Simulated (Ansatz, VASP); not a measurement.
## HfC in VASP and in Ansatz

```xyz
2
Lattice="0.0000 2.4994 2.3250 2.3250 0.0000 2.3250 2.3250 2.4994 0.0000" Properties=species:S:1:pos:R:3 pbc="T T T"
Hf    2.3250    2.4994    2.3250
C     0.0000    0.0000    0.0000
```

Change from the starting cell: strain +0.0750 x Voigt [0, 1, 0, 0, 0, 0], atoms carried along.

Alike in both runs: task single point; functional PBEsol; k mesh 18 × 18 × 18; occupations gaussian, width 0.15 eV; no spin polarisation.

|  | VASP | Ansatz |
| --- | --- | --- |
| version | VASP 6.6.1 | Ansatz 0.2.0 |
| potentials or method | VASP PAW PBE potentials, release 64 (Hf_pv, C), cutoff 520 eV | scalar-relativistic, plane waves, PAW |
| valence electrons in the cell | 14 | 30 |

VASP gave:

* gap on the k mesh at the Fermi level (eV): none
* pressure (GPa): -19.0
* traceless stress, the component that is largest in VASP (GPa): -11.70

Question: Estimate Ansatz's values.

Answer: gap on the k mesh at the Fermi level (eV): none; pressure (GPa): -18.4; traceless stress, the component that is largest in VASP (GPa): -11.58.

VASP's potentials were made for PBE, not for PBEsol. A gap of «none» marks a metal or a gap that the smearing closes. VASP's potentials hold 14 valence electrons a cell and Ansatz's 30, so a difference there can come from the potentials and not from the codes.

Spin-orbit coupling is off throughout.
